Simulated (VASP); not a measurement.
The system is ZrC.

```
Zr C
1.0
     0.00000    2.36500    2.36500
     2.36500    0.00000    2.36500
     2.36500    2.36500    0.00000
Zr C
1 1
Cartesian
  2.3650 2.3650 2.3650
  0.0000 0.0000 0.0000
```

Base run:

| Item | Value |
| --- | --- |
| Program | VASP 6.6.1 |
| Functional | PBEsol |
| Potentials or basis | VASP PAW PBE potentials, release 64 (Zr_sv, C) |
| Cutoff | 520 eV |
| k mesh | 10 × 10 × 10 |
| Occupations | fermi-dirac, width 0.05 eV |
| Spin | no spin polarisation |

Its results: band gap on the k mesh zero (band 8 reaches 10.22 eV, above the bottom of band 9 at 8.95 eV); pressure -8.2 GPa.

Question: After a change of settings the same cell gave: band gap on the k mesh zero (band 8 reaches 10.17 eV, above the bottom of band 9 at 8.91 eV); pressure -11.9 GPa. Which change was it?
A. functional from PBEsol to LDA; potentials or basis from VASP PAW PBE potentials, release 64 (Zr_sv, C) to VASP PAW LDA potentials, release 64 (Zr_sv, C)
B. functional from PBEsol to PBE; further incar settings from ALGO = Normal; EDIFF = 1e-07; NBANDS = 15 to ALGO = Normal; EDIFF = 1e-06; NBANDS = 15
C. functional from PBEsol to PBE; occupations from fermi-dirac, width 0.05 eV to fermi-dirac, width 0.1 eV

Answer: A.

Caveats: the PAW data sets were made with another functional, which shifts forces and pressure a little (some runs).
